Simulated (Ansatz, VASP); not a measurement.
## Two plane-wave programs on CdGa2O3

```
Cd Ga O
1.0
     2.98325    1.72238    2.75355
    -2.98325    1.72238    2.75355
     0.00000   -3.44476    2.75355
Cd Ga O
1 2 3
Cartesian
  0.0000 0.0000 0.0000
  0.0000 0.0000 5.6198
  0.0000 0.0000 2.6409
  -1.4916 0.8612 1.3768
  1.4916 0.8612 1.3768
  0.0000 -1.7224 1.3768
```

Change from the starting cell: species swapped into the Sc2AlCo3 type (R-3m, No. 166).

Alike in both runs: functional PBE; k mesh 6 × 6 × 6; occupations gaussian, width 0.1 eV; collinear spin.

Ansatz relaxed the structure, and its values are those at the end. VASP's run is a single point on that final structure, the one shown.

|  | VASP | Ansatz |
| --- | --- | --- |
| version | VASP 6.6.1 | Ansatz 0.2.0 |
| potentials or method | VASP PAW PBE potentials, release 64 (Cd_sv_GW, Ga_d, O), cutoff 700 eV | scalar-relativistic, plane waves, PAW |
| valence electrons in the cell | 64 | 64 |

Ansatz gave:

```
gap on the k mesh at the Fermi level (eV) : none
pressure (GPa)                            : 0.1
rms of the force components (eV/Å)        : 0.000
net moment per atom (μB)                  : 0.00
```

Problem. Which values does VASP return?

Solution. gap on the k mesh at the Fermi level (eV): none; pressure (GPa): 0.1; rms of the force components (eV/Å): 0.018; net moment per atom (μB): 0.00.

A gap of «none» marks a metal or a gap that the smearing closes. The functional is the same, so the differences come from potentials, cutoffs and numerics. Ansatz's warnings: seeded moment not kept.
